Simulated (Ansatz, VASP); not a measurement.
**ZnS in VASP and in Ansatz**

```
CELL_PARAMETERS angstrom
-2.69451 -2.69451 0.00000
2.69451 -2.69451 0.00000
-1.34726 0.00000 10.77805
ATOMIC_POSITIONS crystal
Zn 0.45312 0.54688 0.18750
Zn 0.89062 0.10938 0.43750
Zn 0.32812 0.67188 0.68750
Zn 0.76562 0.23438 0.93750
S 0.42188 0.07812 0.31250
S 0.85938 0.64062 0.56250
S 0.29688 0.20312 0.81250
S 0.98438 0.51562 0.06250
```

Alike in both runs: task single point; functional r2SCAN; k mesh 6 × 6 × 2; occupations gaussian, width 0.05 eV; no spin polarisation.

```csv
,VASP,Ansatz
version,VASP 6.6.1,Ansatz 0.2.0
potentials or method,"VASP PAW PBE potentials, release 64 (Zn, S), cutoff 520 eV","scalar-relativistic, plane waves, PAW"
valence electrons in the cell,72,72
```

VASP gave:

* gap on the k mesh at the Fermi level (eV): 1.97
* least direct gap on the mesh (eV): 1.97
* pressure (GPa): 5.1
* traceless stress, the component that is largest in VASP (GPa): 4.75
* rms of the force components (eV/Å): 1.872

Estimate Ansatz's values.

gap on the k mesh at the Fermi level (eV): 1.96; least direct gap on the mesh (eV): 1.96; pressure (GPa): 4.9; traceless stress, the component that is largest in VASP (GPa): 4.71; rms of the force components (eV/Å): 1.845.

VASP's potentials were made for PBE, not for r2SCAN. Atom by atom the forces differ by 0.029 eV/Å (rms over components). The functional is the same, so the differences come from potentials, cutoffs and numerics.
